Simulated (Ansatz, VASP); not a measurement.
# HCBr3 in VASP and in Ansatz

```
H C Br
1.0
     6.26942    0.00000    0.00000
    -3.13471    5.42948    0.00000
     0.00000    0.00000    7.09079
H C Br
2 2 6
Direct
  0.66667 0.33333 0.23189
  0.33333 0.66667 0.73189
  0.66667 0.33333 0.07811
  0.33333 0.66667 0.57811
  0.69931 0.64525 0.00033
  0.05406 0.69931 0.50033
  0.35475 0.05406 0.00033
  0.30069 0.35475 0.50033
  0.94594 0.30069 0.00033
  0.64525 0.94594 0.50033
```

Alike in both runs: functional PBE; dispersion D3(BJ); k mesh 6 × 6 × 4; occupations gaussian, width 0.1 eV; no spin polarisation.

Ansatz relaxed the structure, and its values are those at the end. VASP's run is a single point on that final structure, the one shown.

|  | VASP | Ansatz |
| --- | --- | --- |
| version | VASP 6.6.1 | Ansatz 0.2.0 |
| potentials or method | VASP PAW PBE potentials, release 64 (H, C, Br), cutoff 520 eV | scalar-relativistic, plane waves, PAW |
| valence electrons in the cell | 52 | 52 |

```csv
,VASP,Ansatz,Ansatz less VASP
gap on the k mesh at the Fermi level (eV),3.55,3.55,-0.004
least direct gap on the mesh (eV),3.56,3.56,-0.003
pressure (GPa),0.1,0.1,-0.02
rms of the force components (eV/Å),0.018,0.011,-0.0068
```
